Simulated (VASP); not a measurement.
# Cr (P6_3/mmc) in VASP: notebook

Runs on Cr. Level: PBE. Tasks: single point.

Program: VASP 6.6.1. These are calculated values, not measurements. Logs are shortened: lines on timing, memory, paths and dates and some standing lists are left out, and cuts for length are marked.

### 1 The cell of the first run

Symmetry: P6_3/mmc, No. 194, hexagonal system. Conventional cell: a = 2.084 Å, b = 2.084 Å, c = 3.298 Å, α = 90.00°, β = 90.00°, γ = 120.00°. Cr (site symmetry -6m2) has 12 Cr at 2.04 to 2.08 Å within 2.7 Å.

### 2 Single point, PBE, collinear spin, ferromagnetic start (volume scaled by 0.52)

INCAR reads:

```
PREC = Accurate
ENCUT = 520
EDIFF = 1E-6
ISMEAR = -1
SIGMA = 0.08
LREAL = False
LASPH = True
NELM = 150
ALGO = Normal
ISIF = 2
LWAVE = False
LCHARG = False
ISPIN = 2
MAGMOM = 2 2
LORBIT = 11
LMAXMIX = 4
GGA = PE
NBANDS = 23
```

KPOINTS reads:

```
Automatic mesh
0
Gamma
  19 19 10
```

POSCAR reads:

```
Cr
1.0
    2.0836536622      0.0000000000      0.0000000000
   -1.0418268311      1.8044970042      0.0000000000
    0.0000000000      0.0000000000      3.2977616080
Cr
2
Direct
    0.3333333333      0.6666666667      0.2500000000
    0.6666666667      0.3333333333      0.7500000000
```

Potentials or basis: VASP PAW PBE potentials, release 64 (Cr_pv).

Launch:

```bash
$ cat potpaw_PBE.64/Cr_pv/POTCAR > POTCAR
$ mpirun -np 1 vasp_std > vasp.out
```

OUTCAR:

```text
PREC = Accurate
   ENCUT = 520
   EDIFF = 1E-6
   ISMEAR = -1
   LREAL = False
   LASPH = True
   NELM = 150
   ISIF = 2
   ISPIN = 2
   LORBIT = 11
   GGA = PE

 ion  position               nearest neighbor table
   1  0.333  0.667  0.250-   2 2.04   2 2.04   2 2.04   2 2.04   2 2.04   2 2.04   2 2.92   2 2.92
                             2 2.92   2 2.92   2 2.92   2 2.92
   2  0.667  0.333  0.750-   1 2.04   1 2.04   1 2.04   1 2.04   1 2.04   1 2.04   1 2.92   1 2.92
                             1 2.92   1 2.92   1 2.92   1 2.92

  LATTYP: Found a hexagonal cell.
 ALAT       =     2.0836536622
 C/A-ratio  =     1.5826822220

  Lattice vectors:

 A1 = (   2.0836536622,   0.0000000000,   0.0000000000)
 A2 = (  -1.0418268311,   1.8044970042,   0.0000000000)
 A3 = (   0.0000000000,   0.0000000000,   3.2977616080)

Analysis of symmetry for initial positions (statically):
=====================================================================
 Subroutine PRICEL returns:
 Original cell was already a primitive cell.

 Routine SETGRP: Setting up the symmetry group for a
 hexagonal supercell.

 Subroutine GETGRP returns: Found 24 space group operations
 (whereof 12 operations were pure point group operations)
 out of a pool of 24 trial point group operations.

The static configuration has the point symmetry D_3d.
 The point group associated with its full space group is D_6h.

Analysis of symmetry for dynamics (positions and initial velocities):
=====================================================================
 Subroutine PRICEL returns:
 Original cell was already a primitive cell.

 Routine SETGRP: Setting up the symmetry group for a
 hexagonal supercell.

 Subroutine GETGRP returns: Found 24 space group operations
 (whereof 12 operations were pure point group operations)
 out of a pool of 24 trial point group operations.

The dynamic configuration has the point symmetry D_3d.
 The point group associated with its full space group is D_6h.

Analysis of structural, dynamic, and magnetic symmetry:
=====================================================================
 Subroutine PRICEL returns:
 Original cell was already a primitive cell.

 Routine SETGRP: Setting up the symmetry group for a
 hexagonal supercell.

 Subroutine GETGRP returns: Found 24 space group operations
 (whereof 12 operations were pure point group operations)
 out of a pool of 24 trial point group operations.

The overall configuration has the point symmetry D_3d.
 The point group associated with its full space group is D_6h.

 Subroutine INISYM returns: Found 24 space group operations
 (whereof 12 operations are pure point group operations),
 and found     1 'primitive' translations

----------------------------------------------------------------------------------------

                                     Primitive cell

  volume of cell :      12.3994

  direct lattice vectors                    reciprocal lattice vectors
     2.083653662  0.000000000  0.000000000     0.479926208  0.277085525  0.000000000
    -1.041826831  1.804497004  0.000000000     0.000000000  0.554171050  0.000000000
     0.000000000  0.000000000  3.297761608     0.000000000  0.000000000  0.303235988

  length of vectors
     2.083653662  2.083653662  3.297761608     0.554171050  0.554171050  0.303235988

  position of ions in fractional coordinates (direct lattice)
     0.333333333  0.666666667  0.250000000
     0.666666667  0.333333333  0.750000000

  ion indices of the primitive-cell ions
   primitive index   ion index
                 1           1
                 2           2

----------------------------------------------------------------------------------------

 KPOINTS: Automatic mesh

Automatic generation of k-mesh.
 Grid dimensions read from file:
 generate k-points for:   19   19   10

 Generating k-lattice:

  Cartesian coordinates                     Fractional coordinates (reciprocal lattice)
     0.025259274  0.014583449  0.000000000     0.052631579  0.000000000  0.000000000
     0.000000000  0.029166897  0.000000000     0.000000000  0.052631579  0.000000000
     0.000000000  0.000000000  0.030323599     0.000000000  0.000000000  0.100000000

  Length of vectors
     0.029166897  0.029166897  0.030323599

  Shift w.r.t. Gamma in fractional coordinates (k-lattice)
     0.000000000  0.000000000  0.000000000

 Subroutine IBZKPT returns following result:
 ===========================================

 Found    240 irreducible k-points:

 Following reciprocal coordinates:
            Coordinates               Weight
  0.000000  0.000000  0.000000      1.000000
  0.052632  0.000000  0.000000      6.000000
  0.105263  0.000000  0.000000      6.000000
  0.157895  0.000000  0.000000      6.000000
  0.210526  0.000000  0.000000      6.000000
  0.263158  0.000000  0.000000      6.000000
[... 16 lines left out ...]
  0.263158  0.105263  0.000000     12.000000
  0.315789  0.105263  0.000000     12.000000
 [... further k-points ...]
   k-points           NKPTS =    240   k-points in BZ     NKDIM =    240   number of bands    NBANDS=     23
   number of dos      NEDOS =    301   number of ions     NIONS =      2
   total plane-waves  NPLWV =   7168
   dimension x,y,z NGX =    16 NGY =   16 NGZ =   28
   dimension x,y,z NGXF=    32 NGYF=   32 NGZF=   56
   ions per type =               2
   NGX,Y,Z   is equivalent  to a cutoff of  12.77, 12.77, 14.12 a.u.
   NGXF,Y,Z  is equivalent  to a cutoff of  25.53, 25.53, 28.23 a.u.
 SYSTEM =  unknown system
   PREC   = accura    normal or accurate (medium, high low for compatibility)
   ISTART =      0    job   : 0-new  1-cont  2-samecut
   ICHARG =      2    charge: 1-file 2-atom 10-const
   ISPIN  =      2    spin polarized calculation?
   LNONCOLLINEAR =      F non collinear calculations
   LSORBIT =      F    spin-orbit coupling
   LASPH  =      T    aspherical Exc in radial PAW
   ENCUT  =  520.0 eV  38.22 Ry    6.18 a.u.   3.87  3.87  6.13*2*pi/ulx,y,z
   NELM   =    150;   NELMIN=  2; NELMDL= -5     # of ELM steps
   EDIFF  = 0.1E-05   stopping-criterion for ELM
   LREAL  =      F    real-space projection
   EDIFFG = 0.1E-04   stopping-criterion for IOM
   NSW    =      0    number of steps for IOM
   IBRION =     -1    ionic relax: 0-MD 1-quasi-New 2-CG
   NFREE  =      0    steps in history (QN), initial steepest desc. (CG)
   ISIF   =      2    stress and relaxation
   ISYM   =      2    0-nonsym 1-usesym 2-fastsym
   POTIM  = 0.5000    time-step for ionic-motion
   TEBEG  =    0.0;   TEEND  =   0.0 temperature during run
   PSTRESS=    0.0 pullay stress
   NELECT =      24.0000    total number of electrons
   NUPDOWN=      -1.0000    fix difference up-down
   EMIN   =  10.00;   EMAX   =-10.00  energy-range for DOS
   EFERMI =   0.00;   METHOD = LEGACY
   ISMEAR =    -1;   SIGMA  =   0.08  broadening in eV -4-tet -1-fermi 0-gaus
   EFERMI_NEDOS =   21; number of points for ismear=-14 and -15
   IALGO  =     38    algorithm
   IMIX   =      4    mixing-type and parameters
     AMIX     =   0.40;   BMIX     =  1.00
     AMIX_MAG =   1.60;   BMIX_MAG =  1.00
  volume/ion in A,a.u.               =       6.20        41.84
  Fermi-wavevector in a.u.,A,eV,Ry     =   2.040226  3.855468 56.634547  4.162522
  Thomas-Fermi vector in A             =   3.045741
   LORBIT       =     11    0 simple, 1 ext, 2 COOP (PROOUT), +10 PAW based schemes
   GGA     = PE    functional components
   LHFCALC =     F    Hartree Fock is set to
   AEXX    =    0.0000 exact exchange contribution
   IVDW    =     0    specifies the selected vdW correction
   LEPSILON=     F    determine dielectric tensor
   LRPA    =     F    only Hartree local field effects (RPA)
 spin polarized calculation
  energy-cutoff  :      520.00
  volume of cell :       12.40
 maximum number of plane-waves:       347
 NGX is ok and might be reduce to    16
   NGX =  7   NGY =  7   NGZ = 13

 number of electron      24.0000011 magnetization       0.0005358

 number of electron      24.0000011 magnetization      -0.0000066

 Free energy of the ion-electron system (eV)
  ---------------------------------------------------
  ext. energy  EPLUGINS =         0.00000000
  ---------------------------------------------------
  free energy    TOTEN  =        -6.68924421 eV

  energy without entropy =       -6.65264875  energy(sigma->0) =       -6.67094648

 E-fermi :  22.3823     XC(G=0): -17.6594

 val. band max:       22.3789483836   @ k =   0.0526   0.0526   0.0000
 cond. band min:      22.3996635111   @ k =   0.3684   0.1579   0.1000
 fundamental gap:      0.0207151275
 Fermi energy:        22.3822531103

 spin component 1

 k-point     1 :       0.0000    0.0000    0.0000
  band No.  band energies     occupation
      1     -23.9709      1.00000
      2     -19.1632      1.00000
      3     -19.1632      1.00000
      4     -18.4330      1.00000
      5     -18.4330      1.00000
      6     -18.1990      1.00000
[... 15 lines left out ...]
     22      44.8921      0.00000
     23      49.9153      0.00000
[... 575 lines left out ...]
      1     -22.5861      1.00000
      2     -21.9921      1.00000
      3     -21.6827      1.00000
      4     -20.3457      1.00000
      5     -19.2727      1.00000
      6     -19.1425      1.00000
[... 15 lines left out ...]
     22      44.5503      0.00000
     23      46.0645      0.00000

 [... further k-points ...]

 spin component 2

 k-point     1 :       0.0000    0.0000    0.0000
  band No.  band energies     occupation
      1     -23.9709      1.00000
      2     -19.1632      1.00000
      3     -19.1632      1.00000
      4     -18.4330      1.00000
      5     -18.4330      1.00000
      6     -18.1990      1.00000
[... 15 lines left out ...]
     22      44.8920      0.00000
     23      49.9153      0.00000
[... 575 lines left out ...]
      1     -22.5861      1.00000
      2     -21.9921      1.00000
      3     -21.6827      1.00000
      4     -20.3457      1.00000
      5     -19.2727      1.00000
      6     -19.1425      1.00000
[... 15 lines left out ...]
     22      44.5503      0.00000
     23      46.0645      0.00000

 [... further k-points ...]
[... 5 lines left out ...]
  --------------------------------------------------------------------------------------
  -------------------------------------------------------------------------------------
  Total       42.6438230     42.6438230     42.9043320      0.0000000     -0.0000000      0.0000000
  in kB     5510.1796401   5510.1796404   5543.8410517      0.0000000     -0.0000000      0.0000000
  external PRESSURE =    5521.4001107 kB  Pullay stress =       0.0000000 kB

 VOLUME and BASIS-vectors are now :
 -----------------------------------------------------------------------------
  energy-cutoff  :      520.00
  volume of cell :       12.40
      direct lattice vectors                 reciprocal lattice vectors
     2.083653662  0.000000000  0.000000000     0.479926208  0.277085525  0.000000000
    -1.041826831  1.804497004  0.000000000     0.000000000  0.554171050  0.000000000
     0.000000000  0.000000000  3.297761608     0.000000000  0.000000000  0.303235988

 POSITION                                       TOTAL-FORCE (eV/Angst)
 -----------------------------------------------------------------------------------
     -0.00000      1.20300      0.82444         0.000000     -0.000000      0.000000
      1.04183      0.60150      2.47332        -0.000000      0.000000      0.000000
 -----------------------------------------------------------------------------------
    total drift:                               -0.000000      0.000000     -0.000000

  FREE ENERGIE OF THE ION-ELECTRON SYSTEM (eV)
  ---------------------------------------------------
  free  energy   TOTEN  =        -6.6892442100 eV

  energy  without entropy=       -6.6526487464  energy(sigma->0) =       -6.67094648

 total charge

# of ion       s       p       d       tot
------------------------------------------
    1        0.703   6.799   5.772  13.274
    2        0.703   6.799   5.772  13.274
--------------------------------------------------
tot          1.406  13.598  11.543  26.547

 magnetization (x)

# of ion       s       p       d       tot
------------------------------------------
    1        0.000   0.000   0.000   0.000
    2        0.000   0.000   0.000   0.000
--------------------------------------------------
tot          0.000   0.000   0.000   0.000
```

Wall time 86 s (1 thread of Intel Xeon 6975P-C, shared host); peak memory 0.21 GiB.

What came out:

| Quantity | Value |
| --- | --- |
| Free energy | -6.6892 eV |
| Pressure | 552.1 GPa |
| Band gap on the k mesh | zero (filled and empty bands overlap) |
| Net moment | 0.00 μB per cell |

Levels at points of the mesh, in eV from the Fermi level:
Spin up:
| k point | band 9 | band 10 | band 11 | band 12 | band 13 | band 14 | band 15 | band 16 |
| --- | --- | --- | --- | --- | --- | --- | --- | --- |
| (0.00, 0.00, 0.00) | -1.87 | -1.87 | -1.36 | -0.46 | -0.46 | 0.54 | 0.54 | 4.67 |
| (0.00, 0.00, 0.50) | -2.10 | -2.10 | -2.10 | -2.10 | -0.81 | -0.81 | 3.84 | 3.84 |
Spin down:
```csv
k point,band 9,band 10,band 11,band 12,band 13,band 14,band 15,band 16
"(0.00, 0.00, 0.00)",-1.87,-1.87,-1.36,-0.46,-0.46,0.54,0.54,4.67
"(0.00, 0.00, 0.50)",-2.10,-2.10,-2.10,-2.10,-0.81,-0.81,3.84,3.84
```

Caveat: the starting moments collapsed, and a magnetic state may lie lower.

[end of part 1 of 2]
